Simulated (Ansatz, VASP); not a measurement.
One calculation of LiGeN, two programs

```
CELL_PARAMETERS angstrom
3.01241 0.00000 0.00000
-1.50620 2.60882 0.00000
0.00000 0.00000 9.41946
ATOMIC_POSITIONS crystal
Li 0.66667 0.33333 0.74339
Li 0.33333 0.66667 0.24339
Ge 0.00000 0.00000 0.49802
Ge 0.00000 0.00000 0.99802
N 0.33333 0.66667 0.60322
N 0.66667 0.33333 0.10322
```

Alike in both runs: task single point; functional PBE; k mesh 6 × 6 × 2; no spin polarisation.

```csv
,VASP,Ansatz
version,VASP 6.6.1,Ansatz 0.2.0
potentials or method,"VASP PAW PBE potentials, release 64 (Li_sv, Ge_d, N), cutoff 520 eV","plane waves, PAW"
occupations,"methfessel-paxton of order 1, width 0.05 eV","cold, width 0.05 eV"
valence electrons in the cell,44,44
```

|  | VASP | Ansatz | Ansatz less VASP |
| --- | --- | --- | --- |
| rms of the force components (eV/Å) | 0.034 | 0.030 | -0.0041 |

Atom by atom the forces differ by 0.008 eV/Å (rms over components).

Noted on VASP's run: the cutoff is under 1.25 times that of the potentials, so the pressure is a little rough.
